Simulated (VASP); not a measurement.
Input of a VASP 6.6.1 run:

File INCAR:

```
SYSTEM = ScAl3
PREC     = Accurate       ! precision mode
ENCUT    = 520            ! plane-wave cutoff, eV
EDIFF    = 1E-6           ! SCF threshold, eV
ISMEAR   = 0              ! smearing method
SIGMA    = 0.15           ! smearing width, eV
LREAL    = .False.        ! projectors in reciprocal space
LASPH    = .True.         ! aspherical terms in the spheres
NELM     = 80             ! most SCF steps
ALGO     = Fast           ! electronic algorithm
ISIF     = 2              ! what is computed and relaxed
LWAVE    = .False.        ! write WAVECAR
LCHARG   = .False.        ! write CHGCAR
GGA      = PS             ! functional
NBANDS   = 18             ! bands
```

KPOINTS

```
regular mesh
0
Gamma
  12 12 12
  0 0 0
```

The input POSCAR:

```
ScAl3
1.0
    4.0712986163      0.0000000000      0.0000000000
    0.0000000000      4.0712986163      0.0000000000
    0.0000000000      0.0000000000      4.0712986163
Sc Al
1 3
Direct
    0.0000000000      0.0000000000      0.0000000000
    0.5195391005      0.0195391005      0.5000000000
    0.0195391005      0.5195391005      0.5000000000
    0.5195391005      0.5195391005      0.0000000000
```

Potentials or basis: VASP PAW PBE potentials, release 64 (Sc_sv, Al).

Launch:

```console
$ cat potpaw_PBE.64/Sc_sv/POTCAR potpaw_PBE.64/Al/POTCAR > POTCAR
$ mpirun -np 1 vasp_std > vasp.out
```

Task: Predict the band gap on the k mesh.

Result: Zero (bands 10 and 11 overlap by 3.89 eV).

Task: Predict the pressure.

Result: 0.5 GPa.

Task: Predict the largest force.

Result: 1.119 eV/Å.

Forces on the atoms (eV/Å):
```
Sc   0.792  0.792  0.000
Al  -0.352 -0.079  0.000
Al  -0.079 -0.352  0.000
Al  -0.361 -0.361  0.000
```

Caveat: the cell differs from its parent crystal (all Al atoms moved +0.113 Å, as atom 2 along Cartesian [1 1 0]); the PAW data sets were made with another functional, which shifts forces and pressure a little.
